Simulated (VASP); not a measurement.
Runs of VASP 6.6.1 on TePt2. The structure is that of space group Pn-3m (No. 224), or close to it. The cells are those of the table. 

```tsv
task	cell	k mesh	gap on the mesh (eV)	pressure (GPa)	relaxed volume (Å³/atom)
relaxation of cell and atoms	relaxed from a = 5.760 Å, 6 atoms	8 × 8 × 8	none	0.0	(a)
relaxation of cell and atoms	relaxed from a = 5.230 Å, 6 atoms	4 × 4 × 4	none	0.0	31.83
single point	a = 5.230 Å, 6 atoms	4 × 4 × 4	none	35.8	-
single point	a = 5.760 Å, 6 atoms	4 × 4 × 4	none	-0.1	-
single point	a = 5.767 Å, 6 atoms	8 × 8 × 8	none	-0.1	-
```

Alike in all rows: level PBE; potentials or basis VASP PAW PBE potentials, release 64 (Te, Pt); no spin polarisation; cutoff (eV) 500; smearing gaussian 0.1 eV.

Question: Estimate the missing entries.

Answer: (a) 31.91.

Caveats: spin-orbit coupling is left out, which moves the levels of the heavy elements; the volume moved by over 15 % at a fixed basis, so the end points are rough (at least some runs); the cell stands under pressure (at least some runs).

A k mesh can miss the band edges, and the runs leave out spin-orbit coupling on Pt, Te.

A gap of «none» marks levels without a gap at the run's occupations.
